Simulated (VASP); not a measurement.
# FeO (P1) in VASP: single point with PBEsol

Aim: the single point of FeO with PBEsol.

All numbers are computed with VASP 6.6.1; they aren't measurements. Logs are shortened: lines on timing, memory, paths and dates and some standing lists are left out, and cuts for length are marked.

### 1 The cell of the first run

The typed cell holds 4 atoms: a = 3.046 Å, b = 3.046 Å, c = 5.464 Å, α = 90.00°, β = 90.00°, γ = 90.00°.

### 2 Single point, PBEsol, collinear spin, ferromagnetic start

Contents of INCAR:

```
SYSTEM = FeO
PREC = Accurate
ENCUT = 520
EDIFF = 1E-6
ISMEAR = -1
SIGMA = 0.05
LREAL = .FALSE.
LASPH = .TRUE.
NELM = 150
ALGO = Normal
ISIF = 2
LWAVE = .FALSE.
LCHARG = .FALSE.
ISPIN = 2
MAGMOM = 3 3 0 0
LORBIT = 11
LMAXMIX = 4
GGA = PS
NBANDS = 26
```

Contents of KPOINTS:

```
regular mesh
0
G
  10 10 6
  0 0 0
```

Contents of POSCAR:

```
FeO
1.0
    3.0458920022      0.0000000000      0.0000000000
    0.0000000000      3.0458920022      0.0000000000
    0.0000000000      0.0000000000      5.4642115070
Fe O
2 2
Direct
    0.4945490000      0.0058170000      0.4987940000
   -0.0036020000      0.4892050000      0.0041160000
    0.4831590000      0.5007770000      0.2568310000
    0.5100890000      0.5110770000      0.7449730000
```

Potentials or basis: VASP PAW PBE potentials, release 64 (Fe, O).

Command:

```sh
$ cat potpaw_PBE.64/Fe/POTCAR potpaw_PBE.64/O/POTCAR > POTCAR
$ mpirun -np 1 vasp_std > vasp.out
```

OUTCAR:

```text
SYSTEM = FeO
   PREC = Accurate
   ENCUT = 520
   EDIFF = 1E-6
   ISMEAR = -1
   LREAL = .FALSE.
   LASPH = .TRUE.
   NELM = 150
   ISIF = 2
   ISPIN = 2
   LORBIT = 11
   GGA = PS

 ion  position               nearest neighbor table
   1  0.495  0.006  0.499-   3 2.01   4 2.02   3 2.03   4 2.04
   2  0.996  0.489  0.004-   3 2.03   4 2.05   3 2.09   4 2.11
   3  0.483  0.501  0.257-   1 2.01   2 2.03   1 2.03   2 2.09
   4  0.510  0.511  0.745-   1 2.02   1 2.04   2 2.05   2 2.11

  LATTYP: Found a simple tetragonal cell.
 ALAT       =     3.0458920022
 C/A-ratio  =     1.7939610147

  Lattice vectors:

 A1 = (   3.0458920022,   0.0000000000,   0.0000000000)
 A2 = (   0.0000000000,   3.0458920022,   0.0000000000)
 A3 = (   0.0000000000,   0.0000000000,   5.4642115070)

Analysis of symmetry for initial positions (statically):
=====================================================================
 Subroutine PRICEL returns:
 Original cell was already a primitive cell.

 Routine SETGRP: Setting up the symmetry group for a
 simple tetragonal supercell.

 Subroutine GETGRP returns: Found  1 space group operations
 (whereof  1 operations were pure point group operations)
 out of a pool of 16 trial point group operations.

The static configuration has the point symmetry C_1 .

Analysis of symmetry for dynamics (positions and initial velocities):
=====================================================================
 Subroutine PRICEL returns:
 Original cell was already a primitive cell.

 Routine SETGRP: Setting up the symmetry group for a
 simple tetragonal supercell.

 Subroutine GETGRP returns: Found  1 space group operations
 (whereof  1 operations were pure point group operations)
 out of a pool of 16 trial point group operations.

The dynamic configuration has the point symmetry C_1 .

Analysis of structural, dynamic, and magnetic symmetry:
=====================================================================
 Subroutine PRICEL returns:
 Original cell was already a primitive cell.

 Routine SETGRP: Setting up the symmetry group for a
 simple tetragonal supercell.

 Subroutine GETGRP returns: Found  1 space group operations
 (whereof  1 operations were pure point group operations)
 out of a pool of 16 trial point group operations.

The overall configuration has the point symmetry C_1 .

 Subroutine INISYM returns: Found  1 space group operations
 (whereof  1 operations are pure point group operations),
 and found     1 'primitive' translations

----------------------------------------------------------------------------------------
[... 125 lines left out ...]
   IVDW    =     0    specifies the selected vdW correction
   LEPSILON=     F    determine dielectric tensor
   LRPA    =     F    only Hartree local field effects (RPA)
 spin polarized calculation
  energy-cutoff  :      520.00
  volume of cell :       50.69
 maximum number of plane-waves:      1388
   NGX = 11   NGY = 11   NGZ = 21

 number of electron      27.9999998 magnetization       7.2821033

 Free energy of the ion-electron system (eV)
  ---------------------------------------------------
  ext. energy  EPLUGINS =         0.00000000
  ---------------------------------------------------
  free energy    TOTEN  =       -31.18356553 eV

  energy without entropy =      -31.13549663  energy(sigma->0) =      -31.15953108

 E-fermi :   3.5065     XC(G=0): -11.0092

 val. band max:        3.5063341444   @ k =   0.1000   0.4000   0.5000
 cond. band min:       3.5066804494   @ k =   0.4000   0.3000   0.3333
 fundamental gap:      0.0003463050
 Fermi energy:         3.5064885149

 spin component 1

 k-point     1 :       0.0000    0.0000    0.0000
  band No.  band energies     occupation
      1     -16.1384      1.00000
      2     -15.1041      1.00000
      3      -4.6236      1.00000
      4      -2.4854      1.00000
      5      -2.2660      1.00000
      6      -0.8195      1.00000
[... 685 lines left out ...]
     25      16.1592      0.00000
     26      18.5267      0.00000

 [... further k-points ...]

 spin component 2

 k-point     1 :       0.0000    0.0000    0.0000
  band No.  band energies     occupation
      1     -15.7481      1.00000
      2     -14.7322      1.00000
      3      -3.8771      1.00000
      4      -1.1360      1.00000
      5      -0.8043      1.00000
      6       0.1449      1.00000
[... 685 lines left out ...]
     25      16.9760      0.00000
     26      19.3158      0.00000

 [... further k-points ...]

------------------------ aborting loop because EDIFF is reached ----------------------------------------

  FORCE on cell =-STRESS in cart. coord.  units (eV):
  Direction    XX          YY          ZZ          XY          YZ          ZX
  --------------------------------------------------------------------------------------
  -------------------------------------------------------------------------------------
  Total       -4.4266824     -4.8491218     -6.1428989     -0.0023469     -0.0333549     -0.0318751
  in kB     -139.9047443   -153.2558905   -194.1455538     -0.0741742     -1.0541779     -1.0074093
  external PRESSURE =    -162.4353962 kB  Pullay stress =       0.0000000 kB

 VOLUME and BASIS-vectors are now :
 -----------------------------------------------------------------------------
  energy-cutoff  :      520.00
  volume of cell :       50.69
      direct lattice vectors                 reciprocal lattice vectors
     3.045892002  0.000000000  0.000000000     0.328311050  0.000000000  0.000000000
     0.000000000  3.045892002  0.000000000     0.000000000  0.328311050  0.000000000
     0.000000000  0.000000000  5.464211507     0.000000000  0.000000000  0.183009021

 POSITION                                       TOTAL-FORCE (eV/Angst)
 -----------------------------------------------------------------------------------
      1.50634      0.01772      2.72552         0.025514     -0.040500      0.165931
      3.03492      1.49007      0.02249        -0.028272      0.155611     -0.179355
      1.47165      1.52531      1.40338         0.049767     -0.013195     -0.109295
      1.55368      1.55669      4.07069        -0.047009     -0.101915      0.122719
 -----------------------------------------------------------------------------------
    total drift:                               -0.000914      0.000044      0.000277

  FREE ENERGIE OF THE ION-ELECTRON SYSTEM (eV)
  ---------------------------------------------------
  free  energy   TOTEN  =       -31.1835655333 eV

  energy  without entropy=      -31.1354966324  energy(sigma->0) =      -31.15953108

 total charge

# of ion       s       p       d       tot
------------------------------------------
    1        0.354   0.389   6.010   6.753
    2        0.337   0.350   6.001   6.688
    3        1.559   3.393   0.000   4.952
    4        1.559   3.380   0.000   4.940
--------------------------------------------------
tot          3.809   7.512  12.011  23.332

 magnetization (x)

# of ion       s       p       d       tot
------------------------------------------
    1        0.028   0.020   3.270   3.318
    2        0.026   0.018   3.402   3.446
    3        0.018   0.168   0.000   0.186
    4        0.018   0.166   0.000   0.184
--------------------------------------------------
tot          0.090   0.372   6.672   7.134
```

stdout:

```text
POSCAR found type information on POSCAR FeO
 POSCAR found :  2 types and       4 ions
 scaLAPACK will be used
 -----------------------------------------------------------------------------
|                                                                             |
|                                                                             |
|     You enforced a specific xc type in the INCAR file but a different       |
|     I HOPE YOU KNOW WHAT YOU ARE DOING!                                     |
|                                                                             |
 -----------------------------------------------------------------------------

 LDA part: xc-table for (Slater+PW92), standard interpolation
 POSCAR, INCAR and KPOINTS ok, starting setup
 FFT: planning ... GRIDC
 FFT: planning ... GRID_SOFT
 FFT: planning ... GRID
 WAVECAR not read
 entering main loop
```

It took 7.1 min on 1 thread of Intel Xeon 6975P-C (Granite Rapids), shared host; peak memory 0.61 GiB.

Results:

```
Free energy                                           : -31.1836 eV
Pressure                                              : -16.2 GPa
Largest force                                         : 0.239 eV/Å
Net moment                                            : 7.28 μB per cell
Site moments                                          : Fe +3.32, +3.45; O +0.19, +0.18 μB
Valence electrons inside the program's atomic spheres : Fe 6.75, 6.69; O 4.95, 4.94
```

Forces on the atoms (eV/Å):
```
Fe   0.026 -0.041  0.166
Fe  -0.028  0.156 -0.179
O    0.050 -0.013 -0.109
O   -0.047 -0.102  0.123
```

Caveat: the cell stands under tension; the PAW data sets were made with another functional, which shifts forces and pressure a little; semilocal functionals often make such compounds metallic where correlation or magnetic order opens a gap, which also shifts bond lengths; only a ferromagnetic start was run, and an antiferromagnetic order may lie lower in energy. With open d or f shells a metallic result of PBEsol can be an artefact of self-interaction; +U or a hybrid may open a gap.
